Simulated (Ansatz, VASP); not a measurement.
Two plane-wave programs on Pb

```
Pb
1.0
     3.45184    0.00000    0.00000
    -1.72592    2.98938    0.00000
     0.00000    0.00000    5.79140
Pb
2
Cartesian
  0.0000 1.9929 1.4478
  1.7259 0.9965 4.3435
```

Alike in both runs: functional PBEsol; k mesh 12 × 12 × 8; occupations gaussian, width 0.1 eV; no spin polarisation.

Ansatz relaxed the structure, and its values are those at the end. VASP's run is a single point on that final structure, the one shown.

```csv
,VASP,Ansatz
version,VASP 6.6.1,Ansatz 0.2.0
potentials or method,"VASP PAW PBE potentials, release 64 (Pb_d), cutoff 520 eV","scalar-relativistic, plane waves, PAW"
valence electrons in the cell,28,28
```

```tsv
	VASP	Ansatz	Ansatz less VASP
gap on the k mesh at the Fermi level (eV)	none	none	-
pressure (GPa)	-0.1	0.0	+0.09
```

VASP's potentials were made for PBE, not for PBEsol. A gap of «none» marks a metal or a gap that the smearing closes.

Neither program's run includes spin-orbit coupling.
